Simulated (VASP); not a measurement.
A run of VASP 6.6.1:

The input INCAR:

```
SYSTEM = Ti
PREC = Accurate
ENCUT = 500
EDIFF = 1E-6
ISMEAR = 0
SIGMA = 0.15
LREAL = .FALSE.
LASPH = .TRUE.
NELM = 120
ALGO = Normal
ISIF = 2
LWAVE = .FALSE.
LCHARG = .TRUE.
GGA = PE
LELF = .TRUE.
LVHAR = .TRUE.
NBANDS = 12
GGA_COMPAT = .FALSE.
```

Contents of KPOINTS:

```
Automatic mesh
0
G
  14 14 14
  0 0 0
```

Contents of POSCAR:

```
Ti
1.0
   -1.5097200000      1.5097200000      1.7066400000
    1.5097200000     -1.5097200000      1.7066400000
    1.5097200000      1.5097200000     -1.7066400000
Ti
1
Direct
    0.0000000000      0.0000000000      0.0000000000
```

Potentials or basis: VASP PAW PBE potentials, release 64 (Ti_sv).

The run is started by

```sh
$ cat potpaw_PBE.64/Ti_sv/POTCAR > POTCAR
$ mpirun -np 1 vasp_std > vasp.out
```

Hardware: 1 thread of Intel(R) Xeon(R) 6975P-C (Granite Rapids), on a shared host.

**Question.** How long does it take, and how much memory?

**Answer.** Run time: 19 s on 1 thread of Intel(R) Xeon(R) 6975P-C (Granite Rapids), with other jobs on the host, peak memory 0.15 GiB. Counts: scf iterations 12, k points 244.
